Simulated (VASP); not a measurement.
Pb2CO2:

```xyz
5
Lattice="0.0000 3.6508 0.0000 3.6508 0.0000 0.0000 1.8254 1.8254 -6.0690" Properties=species:S:1:pos:R:3 pbc="T T T"
Pb    1.8254    1.8254   -4.2483
Pb    3.6508    3.6508   -1.8207
O     1.8254    3.6508   -3.0345
O     3.6508    1.8254   -3.0345
C     1.8254    1.8254    0.0000
```

| Item | Value |
| --- | --- |
| Program | VASP 6.6.1 |
| Task | relaxation of cell and atoms |
| Functional | PBE |
| Potentials or basis | VASP PAW PBE potentials, release 64 (Pb_d, O, C) |
| Cutoff | 600 eV |
| k mesh | 7 × 7 × 7 |
| Occupations | fermi-dirac, width 0.1 eV |
| Spin | no spin polarisation |

At the start: pressure 14.1 GPa; volume 16.18 Å³/atom.

Q: How do energy, volume and symmetry change on relaxing?

A: Over 7 steps the energy falls by 101.9 meV/atom and the volume is 17.95 Å³/atom (+10.9 %); space group I4/mmm (No. 139, to 0.1 Å) before and after.

The path:
```tsv
step	energy change (eV)	largest force (eV/Å)	pressure (GPa)	volume (Å³)
1	0.0000	2.9167	14.11	80.89
2	-0.0670	1.9062	-7.65	98.73
3	-0.5009	0.2247	0.04	89.07
4	-0.5013	0.1679	0.28	88.87
5	-0.5012	0.1221	0.48	88.70
6	-0.5076	0.0511	0.33	89.21
7	-0.5097	0.0204	0.20	89.73
```

Final structure:
```xyz
5
Lattice="0.0000 3.8024 0.0000 3.8024 0.0000 0.0000 1.9012 1.9012 -6.2061" Properties=species:S:1:pos:R:3 pbc="T T T"
Pb    1.9012    1.9012   -4.4025
Pb    3.8024    3.8024   -1.8035
O     1.9012    3.8024   -3.1030
O     3.8024    1.9012   -3.1030
C     3.8024    3.8024   -6.2061
```
